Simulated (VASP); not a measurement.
Input of a VASP 6.6.1 run:

INCAR

```
ALGO = Normal ; EDIFF = 1E-6
ENCUT = 520 ; GGA = CA
ISIF = 2 ; ISMEAR = -1
LASPH = True ; LCHARG = False
LREAL = False ; LWAVE = False
NBANDS = 11 ; NELM = 60
PREC = Accurate ; SIGMA = 0.1
```

Contents of KPOINTS:

```
k-points
0
Gamma
  12 12 12
```

Contents of POSCAR:

```
Ca
1.0
   -2.1956970693      2.1956970693      2.1956970693
    2.1956970693     -2.1956970693      2.1956970693
    2.1956970693      2.1956970693     -2.1956970693
Ca
1
Direct
    0.0000000000      0.0000000000      0.0000000000
```

Potentials or basis: VASP PAW LDA potentials, release 64 (Ca_sv).

Launch:

```bash
$ cat potpaw_LDA.64/Ca_sv/POTCAR > POTCAR
$ mpirun -np 1 vasp_std > vasp.out
```

Problem. Estimate the band gap on the k mesh.

Solution. Zero (bands 5 and 6 overlap by 0.33 eV).

Problem. Estimate the pressure.

Solution. -1.8 GPa.
